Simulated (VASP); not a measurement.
The system is Fe.

```
CELL_PARAMETERS angstrom
-1.42955 1.42955 1.42955
1.42955 -1.42955 1.42955
1.42955 1.42955 -1.42955
ATOMIC_POSITIONS crystal
Fe 0.00000 0.00000 0.00000
```

```yaml
Program: VASP 6.6.1
Task: relaxation of cell and atoms
Functional: PBEsol
Potentials_or_basis: VASP PAW PBE potentials, release 64 (Fe)
Cutoff: 600 eV
k_mesh: 10 × 10 × 10
Occupations: gaussian, width 0.1 eV
Spin: collinear spin, ferromagnetic start
Starting_moments: "[2.63] μB"
```

At the start: pressure -15.8 GPa; volume 11.69 Å³/atom.

Q: How do energy, volume and symmetry change on relaxing?

A: Over 3 steps the energy falls by 45.4 meV/atom and the volume is 10.85 Å³/atom (-7.2 %); space group Im-3m (No. 229, to 0.1 Å) before and after; moment 2.13 μB per cell.

The path:
```tsv
step	energy change (eV)	largest force (eV/Å)	pressure (GPa)	volume (Å³)
1	0.0000	0.0000	-15.83	11.69
2	0.0304	0.0000	26.08	9.84
3	-0.0454	0.0000	-0.21	10.85
```

Final structure:
```
Fe
1.0
    -1.39442    1.39442    1.39442
     1.39442   -1.39442    1.39442
     1.39442    1.39442   -1.39442
Fe
1
Cartesian
  0.0000 0.0000 0.0000
```

Caveat: the PAW data sets were made with another functional, which shifts forces and pressure a little.
